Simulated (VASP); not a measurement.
Wanted: the native input for a VASP 6.6.1 run.

```yaml
Task: single point
Functional: r2SCAN
Potentials_or_basis: VASP PAW PBE potentials, release 64 (Ti_sv, O)
Cutoff: 520 eV
k_mesh: 10 × 10 × 10
Occupations: gaussian, width 0.01 eV
Spin: no spin polarisation
Dipole_correction: no
Further_INCAR_settings: ALGO = Normal; EDIFF = 1e-06; NBANDS = 19
```

TiO2:

```xyz
3
Lattice="0.0000 2.4901 2.3968 2.4901 0.0000 2.3968 2.4901 2.4901 0.0000" Properties=species:S:1:pos:R:3 pbc="T T T"
Ti    0.0000    0.0000    0.0000
O     1.2450    1.2450    1.1984
O     3.7351    3.7351    3.5952
```

This cell differs from its parent crystal: biaxial xy strain +3.9%.

The input as run:

POSCAR

```
TiO2
1.0
    0.0000000000      2.4900638382      2.3968272579
    2.4900638382      0.0000000000      2.3968272579
    2.4900638382      2.4900638382      0.0000000000
Ti O
1 2
Direct
    0.0000000000      0.0000000000      0.0000000000
    0.2500000000      0.2500000000      0.2500000000
    0.7500000000      0.7500000000      0.7500000000
```

INCAR.step1

```
SYSTEM = TiO2
PREC = Accurate
ENCUT = 520
ISMEAR = 0
SIGMA = 0.01
LREAL = .FALSE.
LASPH = .TRUE.
NELM = 80
NBANDS = 19
GGA = PE
ALGO = Normal
EDIFF = 1E-4
LWAVE = .TRUE.
LCHARG = .FALSE.
```

INCAR.step2

```
SYSTEM = TiO2
PREC = Accurate
ENCUT = 520
EDIFF = 1E-6
ISMEAR = 0
SIGMA = 0.01
LREAL = .FALSE.
LASPH = .TRUE.
NELM = 80
ALGO = Normal
ISIF = 2
LWAVE = .FALSE.
LCHARG = .FALSE.
METAGGA = R2SCAN
LMIXTAU = .TRUE.
NBANDS = 19
ISTART = 1
```

KPOINTS

```
regular mesh
0
G
  10 10 10
  0 0 0
```

Potentials or basis: VASP PAW PBE potentials, release 64 (Ti_sv, O).

The run is started by

```sh
$ cat potpaw_PBE.64/Ti_sv/POTCAR potpaw_PBE.64/O/POTCAR > POTCAR
$ cp INCAR.step1 INCAR
$ mpirun -np 1 vasp_std > vasp.out
$ cp INCAR.step2 INCAR
$ mpirun -np 1 vasp_std > vasp.out
```

Results of the run:

* Pressure: -16.6 GPa
* Band gap on the k mesh: 1.08 eV, indirect (least direct gap 1.77 eV)

Caveat: the cell differs from its parent crystal (biaxial xy strain +3.9%); the PAW data sets were made with another functional, which shifts forces and pressure a little.

It took 4.2 min on 1 thread of Intel(R) Xeon(R) Platinum 8259CL CPU @ 2.50GHz (Skylake/Cascade Lake), with other jobs on the host, peak memory 0.2 GiB.
